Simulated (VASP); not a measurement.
The system is InSe.

```
In Se
1.0
     2.00000    1.15470    8.44000
    -2.00000    1.15470    8.44000
     0.00000   -2.30940    8.44000
In Se
2 2
Direct
  0.88860 0.88860 0.88860
  0.00000 0.00000 0.00000
  0.17190 0.17190 0.17190
  0.38350 0.38350 0.38350
```

Base run:

| Property | Result |
| --- | --- |
| Program | VASP 6.6.1 |
| Functional | PBE |
| Potentials or basis | VASP PAW PBE potentials, release 64 (In_d, Se) |
| Cutoff | 520 eV |
| k mesh | 5 × 5 × 5 |
| Occupations | fermi-dirac, width 0.04 eV |
| Spin | no spin polarisation |

Its results: band gap on the k mesh 0.96 eV, direct; pressure 2.9 GPa; largest force 0.372 eV/Å.

The run is repeated on the same cell with these changes: k mesh from 5 × 5 × 5 to 3 × 3 × 3; occupations from fermi-dirac, width 0.04 eV to fermi-dirac, width 0.03 eV. What comes out?

Band gap on the k mesh 1.48 eV, direct; pressure 3.6 GPa; largest force 0.349 eV/Å.

Caveats: some runs use coarse meshes; spin-orbit coupling is left out, which moves the levels of the heavy elements.

A k mesh can miss the band edges.
